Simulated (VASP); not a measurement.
# BN (P6_3mc) in VASP: settings compared

BN is run at these levels: PBEsol, PBE+D3(BJ); tasks: single point.

All numbers are computed with VASP 6.6.1; they aren't measurements. Logs are shortened: lines on timing, memory, paths and dates and some standing lists are left out, and cuts for length are marked.

## (1) The cell of the first run

It takes space group P6_3mc (No. 186, hexagonal). The conventional cell has a = 2.541 Å, b = 2.541 Å, c = 4.203 Å, α = 90.00°, β = 90.00°, γ = 120.00°. Within 2.1 Å of B (site symmetry 3m) lie 4 N at 1.56 to 1.57 Å. Within 2.1 Å of N (site symmetry 3m) lie 4 B at 1.56 to 1.57 Å.

## (2) Single point, PBEsol

Input file INCAR:

```
PREC = Accurate ; ENCUT = 520
EDIFF = 1E-7 ; ISMEAR = 0
SIGMA = 0.01 ; LREAL = F
LASPH = T ; NELM = 80
ALGO = Normal ; ISIF = 2
LWAVE = F ; LCHARG = F
GGA = PS ; NBANDS = 16
```

Input file KPOINTS:

```
Automatic mesh
0
Gamma
  12 12 4
```

Input file POSCAR:

```
BN
1.0
    2.5409802515      0.0000000000      0.0000000000
   -1.2704901257      2.2005534483      0.0000000000
    0.0000000000      0.0000000000      4.2033432021
B N
2 2
Direct
    0.6666666667      0.3333333333      0.0002665513
    0.3333333333      0.6666666667      0.5002665513
    0.6666666667      0.3333333333      0.3747334487
    0.3333333333      0.6666666667      0.8747334487
```

Potentials or basis: VASP PAW PBE potentials, release 64 (B, N).

On the command line:

```console
$ cat potpaw_PBE.64/B/POTCAR potpaw_PBE.64/N/POTCAR > POTCAR
$ mpirun -np 1 vasp_std > vasp.out
```

OUTCAR:

```text
PREC = Accurate
   ENCUT = 520
   EDIFF = 1E-7
   ISMEAR = 0
   LREAL = F
   LASPH = T
   NELM = 80
   ISIF = 2
   GGA = PS

 ion  position               nearest neighbor table
   1  0.667  0.333  0.000-   4 1.56   4 1.56   4 1.56   3 1.57
   2  0.333  0.667  0.500-   3 1.56   3 1.56   3 1.56   4 1.57
   3  0.667  0.333  0.375-   2 1.56   2 1.56   2 1.56   1 1.57
   4  0.333  0.667  0.875-   1 1.56   1 1.56   1 1.56   2 1.57

  LATTYP: Found a hexagonal cell.
 ALAT       =     2.5409802515
 C/A-ratio  =     1.6542211218

  Lattice vectors:

 A1 = (   2.5409802515,   0.0000000000,   0.0000000000)
 A2 = (  -1.2704901257,   2.2005534483,   0.0000000000)
 A3 = (   0.0000000000,   0.0000000000,   4.2033432021)

Analysis of symmetry for initial positions (statically):
=====================================================================
 Subroutine PRICEL returns:
 Original cell was already a primitive cell.

 Routine SETGRP: Setting up the symmetry group for a
 hexagonal supercell.

 Subroutine GETGRP returns: Found 12 space group operations
 (whereof  6 operations were pure point group operations)
 out of a pool of 24 trial point group operations.

The static configuration has the point symmetry C_3v.
 The point group associated with its full space group is C_6v.

Analysis of symmetry for dynamics (positions and initial velocities):
=====================================================================
 Subroutine PRICEL returns:
 Original cell was already a primitive cell.

 Routine SETGRP: Setting up the symmetry group for a
 hexagonal supercell.

 Subroutine GETGRP returns: Found 12 space group operations
 (whereof  6 operations were pure point group operations)
 out of a pool of 24 trial point group operations.

The dynamic configuration has the point symmetry C_3v.
 The point group associated with its full space group is C_6v.

 Subroutine INISYM returns: Found 12 space group operations
 (whereof  6 operations are pure point group operations),
 and found     1 'primitive' translations

----------------------------------------------------------------------------------------

                                     Primitive cell

  volume of cell :      23.5033

  direct lattice vectors                    reciprocal lattice vectors
     2.540980252  0.000000000  0.000000000     0.393548907  0.227215567  0.000000000
    -1.270490126  2.200553448  0.000000000     0.000000000  0.454431134  0.000000000
     0.000000000  0.000000000  4.203343202     0.000000000  0.000000000  0.237905865

  length of vectors
     2.540980252  2.540980251  4.203343202     0.454431134  0.454431134  0.237905865

  position of ions in fractional coordinates (direct lattice)
     0.666666667  0.333333333  0.000266551
     0.333333333  0.666666667  0.500266551
     0.666666667  0.333333333  0.374733449
     0.333333333  0.666666667  0.874733449

  ion indices of the primitive-cell ions
   primitive index   ion index
                 1           1
                 2           2
                 3           3
                 4           4

----------------------------------------------------------------------------------------

 KPOINTS: Automatic mesh

Automatic generation of k-mesh.
 Grid dimensions read from file:
 generate k-points for:   12   12    4

 Generating k-lattice:

  Cartesian coordinates                     Fractional coordinates (reciprocal lattice)
     0.032795742  0.018934631  0.000000000     0.083333333  0.000000000  0.000000000
     0.000000000  0.037869261  0.000000000     0.000000000  0.083333333  0.000000000
     0.000000000  0.000000000  0.059476466     0.000000000  0.000000000  0.250000000

  Length of vectors
     0.037869261  0.037869261  0.059476466

  Shift w.r.t. Gamma in fractional coordinates (k-lattice)
     0.000000000  0.000000000  0.000000000

 Subroutine IBZKPT returns following result:
 ===========================================

 Found     57 irreducible k-points:

 Following reciprocal coordinates:
            Coordinates               Weight
  0.000000  0.000000  0.000000      1.000000
  0.083333 -0.000000  0.000000      6.000000
  0.166667 -0.000000  0.000000      6.000000
  0.250000 -0.000000  0.000000      6.000000
  0.333333 -0.000000  0.000000      6.000000
  0.416667  0.000000  0.000000      6.000000
[... 16 lines left out ...]
  0.250000 -0.000000  0.250000     12.000000
  0.333333 -0.000000  0.250000     12.000000
 [... further k-points ...]
   k-points           NKPTS =     57   k-points in BZ     NKDIM =     57   number of bands    NBANDS=     16
   number of dos      NEDOS =    301   number of ions     NIONS =      4
   total plane-waves  NPLWV =  12800
   dimension x,y,z NGX =    20 NGY =   20 NGZ =   32
   dimension x,y,z NGXF=    40 NGYF=   40 NGZF=   64
   ions per type =               2   2
   NGX,Y,Z   is equivalent  to a cutoff of  13.09, 13.09, 12.66 a.u.
   NGXF,Y,Z  is equivalent  to a cutoff of  26.17, 26.17, 25.31 a.u.
 SYSTEM =  unknown system
   PREC   = accura    normal or accurate (medium, high low for compatibility)
   ISTART =      0    job   : 0-new  1-cont  2-samecut
   ICHARG =      2    charge: 1-file 2-atom 10-const
   ISPIN  =      1    spin polarized calculation?
   LNONCOLLINEAR =      F non collinear calculations
   LSORBIT =      F    spin-orbit coupling
   LASPH  =      T    aspherical Exc in radial PAW
   ENCUT  =  520.0 eV  38.22 Ry    6.18 a.u.   4.72  4.72  7.82*2*pi/ulx,y,z
   NELM   =     80;   NELMIN=  2; NELMDL= -5     # of ELM steps
   EDIFF  = 0.1E-06   stopping-criterion for ELM
   LREAL  =      F    real-space projection
   EDIFFG = 0.1E-05   stopping-criterion for IOM
   NSW    =      0    number of steps for IOM
   IBRION =     -1    ionic relax: 0-MD 1-quasi-New 2-CG
   NFREE  =      0    steps in history (QN), initial steepest desc. (CG)
   ISIF   =      2    stress and relaxation
   ISYM   =      2    0-nonsym 1-usesym 2-fastsym
   POTIM  = 0.5000    time-step for ionic-motion
   TEBEG  =    0.0;   TEEND  =   0.0 temperature during run
   PSTRESS=    0.0 pullay stress
   NELECT =      16.0000    total number of electrons
   NUPDOWN=      -1.0000    fix difference up-down
   EMIN   =  10.00;   EMAX   =-10.00  energy-range for DOS
   EFERMI =   0.00;   METHOD = LEGACY
   ISMEAR =     0;   SIGMA  =   0.01  broadening in eV -4-tet -1-fermi 0-gaus
   EFERMI_NEDOS =   21; number of points for ismear=-14 and -15
   IALGO  =     38    algorithm
   IMIX   =      4    mixing-type and parameters
     AMIX     =   0.40;   BMIX     =  1.00
     AMIX_MAG =   1.60;   BMIX_MAG =  1.00
  volume/ion in A,a.u.               =       5.88        39.65
  Fermi-wavevector in a.u.,A,eV,Ry     =   1.440143  2.721475 28.218625  2.074010
  Thomas-Fermi vector in A             =   2.558920
   LORBIT       =      0    0 simple, 1 ext, 2 COOP (PROOUT), +10 PAW based schemes
   GGA     = PS    functional components
   LHFCALC =     F    Hartree Fock is set to
   AEXX    =    0.0000 exact exchange contribution
   IVDW    =     0    specifies the selected vdW correction
   LEPSILON=     F    determine dielectric tensor
   LRPA    =     F    only Hartree local field effects (RPA)
 non-spin polarized calculation
 Gauss-broadening in eV      SIGMA  =   0.01
  energy-cutoff  :      520.00
  volume of cell :       23.50
 maximum number of plane-waves:       652
 NGX is ok and might be reduce to    20
   NGX =  9   NGY =  9   NGZ = 15

 number of electron      16.0000000 magnetization

 Free energy of the ion-electron system (eV)
  ---------------------------------------------------
  ext. energy  EPLUGINS =         0.00000000
  ---------------------------------------------------
  free energy    TOTEN  =       -36.62583528 eV

  energy without entropy =      -36.62583528  energy(sigma->0) =      -36.62583528

 E-fermi :   7.6920     XC(G=0): -13.0325

 val. band max:        7.5891681665   @ k =   0.0000   0.0000   0.0000
 cond. band min:      12.5355299199   @ k =   0.3333   0.3333   0.0000
 fundamental gap:      4.9463617534
 Fermi energy:         7.6920013338

 k-point     1 :       0.0000    0.0000    0.0000
  band No.  band energies     occupation
      1     -12.9047      2.00000
      2      -8.6763      2.00000
      3      -3.4765      2.00000
      4       5.4417      2.00000
      5       5.4417      2.00000
      6       7.3068      2.00000
[... 8 lines left out ...]
     15      19.4799      0.00000
     16      23.7273      0.00000

 k-point     2 :       0.0833   -0.0000    0.0000
  band No.  band energies     occupation
      1     -12.7520      2.00000
      2      -8.5586      2.00000
      3      -3.3254      2.00000
      4       4.7414      2.00000
      5       5.1535      2.00000
      6       7.0098      2.00000
[... 8 lines left out ...]
     15      19.9254      0.00000
     16      23.4903      0.00000

 k-point     3 :       0.1667   -0.0000    0.0000
  band No.  band energies     occupation
      1     -12.2986      2.00000
      2      -8.2215      2.00000
      3      -2.8774      2.00000
      4       3.0581      2.00000
      5       4.4788      2.00000
      6       5.5873      2.00000
[... 8 lines left out ...]
     15      21.0832      0.00000
     16      22.7977      0.00000

 k-point     4 :       0.2500   -0.0000    0.0000
  band No.  band energies     occupation
      1     -11.5610      2.00000
      2      -7.7273      2.00000
      3      -2.1535      2.00000
      4       1.0645      2.00000
      5       3.7256      2.00000
      6       3.8068      2.00000
[... 8 lines left out ...]
     15      22.5790      0.00000
     16      22.9802      0.00000

 k-point     5 :       0.3333   -0.0000    0.0000
  band No.  band energies     occupation
      1     -10.5796      2.00000
      2      -7.2467      2.00000
      3      -1.2288      2.00000
      4      -0.6962      2.00000
      5       2.0231      2.00000
      6       3.0928      2.00000
[... 8 lines left out ...]
     15      23.4358      0.00000
     16      24.0251      0.00000

 k-point     6 :       0.4167    0.0000    0.0000
  band No.  band energies     occupation
      1      -9.4657      2.00000
      2      -7.1542      2.00000
      3      -1.8049      2.00000
      4      -0.1904      2.00000
      5       0.5813      2.00000
      6       2.6822      2.00000
[... 8 lines left out ...]
     15      23.6712      0.00000
     16      25.0649      0.00000

 k-point     7 :       0.5000   -0.0000    0.0000
  band No.  band energies     occupation
      1      -8.7358      2.00000
      2      -7.4570      2.00000
      3      -1.9982      2.00000
      4      -0.2857      2.00000
      5       0.6007      2.00000
      6       2.5409      2.00000
[... 8 lines left out ...]
     15      23.9543      0.00000
     16      25.4415      0.00000

 k-point     8 :       0.0833    0.0833    0.0000
  band No.  band energies     occupation
      1     -12.4489      2.00000
      2      -8.3309      2.00000
      3      -3.0257      2.00000
      4       3.6955      2.00000
      5       4.4637      2.00000
      6       6.1769      2.00000
[... 8 lines left out ...]
     15      20.9153      0.00000
     16      23.0898      0.00000

 k-point     9 :       0.1667    0.0833    0.0000
  band No.  band energies     occupation
      1     -11.8528      2.00000
      2      -7.9111      2.00000
      3      -2.4382      2.00000
      4       2.0210      2.00000
      5       3.4158      2.00000
      6       4.8538      2.00000
[... 8 lines left out ...]
     15      22.2015      0.00000
     16      22.8603      0.00000
[... 172 lines left out ...]
 k-point    19 :       0.3333    0.3333    0.0000
  band No.  band energies     occupation
      1      -7.5072      2.00000
      2      -7.5072      2.00000
      3      -1.8120      2.00000
      4       0.3375      2.00000
      5       0.3375      2.00000
      6       2.0572      2.00000
[... 8 lines left out ...]
     15      22.7571      0.00000
     16      22.7571      0.00000

 k-point    20 :       0.0000    0.0000    0.2500
  band No.  band energies     occupation
      1     -12.5284      2.00000
      2      -9.8062      2.00000
      3      -1.6839      2.00000
      4       5.4385      2.00000
      5       5.7045      2.00000
      6       5.7045      2.00000
[... 8 lines left out ...]
     15      18.9363      0.00000
     16      22.8098      0.00000

 k-point    21 :       0.0833   -0.0000    0.2500
  band No.  band energies     occupation
      1     -12.3773      2.00000
      2      -9.6732      2.00000
      3      -1.5620      2.00000
      4       5.0132      2.00000
      5       5.3488      2.00000
      6       5.4277      2.00000
[... 8 lines left out ...]
     15      19.4491      0.00000
     16      22.7876      0.00000

 k-point    22 :       0.1667   -0.0000    0.2500
  band No.  band energies     occupation
      1     -11.9293      2.00000
      2      -9.2857      2.00000
      3      -1.2203      2.00000
      4       3.3808      2.00000
      5       4.6182      2.00000
      6       4.7741      2.00000
[... 8 lines left out ...]
     15      20.5596      0.00000
     16      22.6910      0.00000

 k-point    23 :       0.2500   -0.0000    0.2500
  band No.  band energies     occupation
      1     -11.2031      2.00000
      2      -8.6878      2.00000
      3      -0.8149      2.00000
      4       1.5664      2.00000
      5       2.9343      2.00000
      6       4.0378      2.00000
[... 8 lines left out ...]
     15      21.8478      0.00000
     16      23.0411      0.00000

 k-point    24 :       0.3333   -0.0000    0.2500
  band No.  band energies     occupation
      1     -10.2444      2.00000
      2      -7.9992      2.00000
      3      -1.2440      2.00000
      4       0.6872      2.00000
      5       1.3035      2.00000
      6       3.4157      2.00000
[... 8 lines left out ...]
     15      23.1815      0.00000
     16      23.9795      0.00000

 [... further k-points ...]
[... 5 lines left out ...]
  --------------------------------------------------------------------------------------
  -------------------------------------------------------------------------------------
  Total        0.0946696      0.0946696      0.0813727      0.0000000      0.0000000      0.0000000
  in kB        6.4534643      6.4534643      5.5470393      0.0000000      0.0000000      0.0000000
  external PRESSURE =       6.1513227 kB  Pullay stress =       0.0000000 kB

 VOLUME and BASIS-vectors are now :
 -----------------------------------------------------------------------------
  energy-cutoff  :      520.00
  volume of cell :       23.50
      direct lattice vectors                 reciprocal lattice vectors
     2.540980252  0.000000000  0.000000000     0.393548907  0.227215567  0.000000000
    -1.270490126  2.200553448  0.000000000     0.000000000  0.454431134  0.000000000
     0.000000000  0.000000000  4.203343202     0.000000000  0.000000000  0.237905865

 POSITION                                       TOTAL-FORCE (eV/Angst)
 -----------------------------------------------------------------------------------
      1.27049      0.73352      0.00112        -0.000000      0.000000      0.002548
     -0.00000      1.46704      2.10279        -0.000000      0.000000      0.002548
      1.27049      0.73352      1.57513        -0.000000      0.000000     -0.002548
     -0.00000      1.46704      3.67680         0.000000      0.000000     -0.002548
 -----------------------------------------------------------------------------------
    total drift:                               -0.000000     -0.000000     -0.000188

  FREE ENERGIE OF THE ION-ELECTRON SYSTEM (eV)
  ---------------------------------------------------
  free  energy   TOTEN  =       -36.6258352820 eV

  energy  without entropy=      -36.6258352820  energy(sigma->0) =      -36.62583528
```

Run time: 10 s. Hardware: 1 thread of Intel Xeon 6975P-C (Granite Rapids), shared host; peak memory 0.14 GiB.

What came out:

| Quantity | Value |
| --- | --- |
| Free energy | -36.6258 eV |
| Pressure | 0.6 GPa |
| Band gap on the k mesh | 4.95 eV, indirect (least direct gap 8.22 eV) |

Forces in eV/Å, atoms in the order of the input:
```
B    0.000  0.000  0.003
B    0.000  0.000  0.003
N    0.000  0.000 -0.003
N    0.000  0.000 -0.003
```

Stress tensor (GPa, compression positive):
```
0.65 0.00 0.00
0.00 0.65 0.00
0.00 0.00 0.55
```

Caveat: the PAW data sets were made with another functional, which shifts forces and pressure a little.

## (3) Single point, PBE+D3(BJ)

Input file INCAR:

```
  PREC = Accurate
  ENCUT = 520
  EDIFF = 1E-6
  ISMEAR = 0
  SIGMA = 0.01
  LREAL = False
  LASPH = True
  NELM = 60
  ALGO = Normal
  ISIF = 2
  LWAVE = False
  LCHARG = False
  GGA = PE
  IVDW = 12
  NBANDS = 16
```

Input file KPOINTS:

```
regular mesh
0
Gamma
  12 12 4
```

Input file POSCAR:

```
BN
1.0
    2.5416450961      0.0000000000      0.0000000000
   -1.2708225480      2.2011292206      0.0000000000
    0.0000000000      0.0000000000      4.2033986324
B N
2 2
Direct
    0.6666666667      0.3333333333      0.0002047515
    0.3333333333      0.6666666667      0.5002047515
    0.6666666667      0.3333333333      0.3747952485
    0.3333333333      0.6666666667      0.8747952485
```

Potentials or basis: VASP PAW PBE potentials, release 64 (B, N).

On the command line:

```console
$ cat potpaw_PBE.64/B/POTCAR potpaw_PBE.64/N/POTCAR > POTCAR
$ mpirun -np 1 vasp_std > vasp.out
```

Run time: 12 s. Hardware: 1 thread of Intel Xeon 6975P-C (Granite Rapids), shared host; peak memory 0.15 GiB.

It converged, with:

```yaml
Free_energy: -35.6659 eV
Pressure: 0.3 GPa
Largest_force: 0.009 eV/Å
Band_gap_on_the_k_mesh: 5.19 eV, indirect (least direct gap 8.31 eV)
Dispersion_energy_per_atom: -0.210 eV
```

Forces in eV/Å, atoms in the order of the input:
```
B    0.000  0.000  0.009
B    0.000  0.000  0.009
N    0.000  0.000 -0.009
N    0.000  0.000 -0.009
```

Levels at points of the mesh, in eV from the valence-band top:
```
           k point  band 5  band 6  band 7  band 8  band 9  band 10  band 11  band 12
(0.00, 0.00, 0.00)   -2.14   -0.27    0.00    0.00    8.39     8.39     8.64     9.59
(0.50, 0.00, 0.00)   -6.94   -5.01   -4.44   -2.12    6.73     7.99    10.64    11.54
(0.00, 0.00, 0.50)   -1.18   -1.18   -1.18   -1.18    9.54     9.54     9.96     9.96
(0.50, 0.00, 0.50)   -3.79   -3.79   -3.58   -3.58    6.61     6.61    10.08    10.08
```
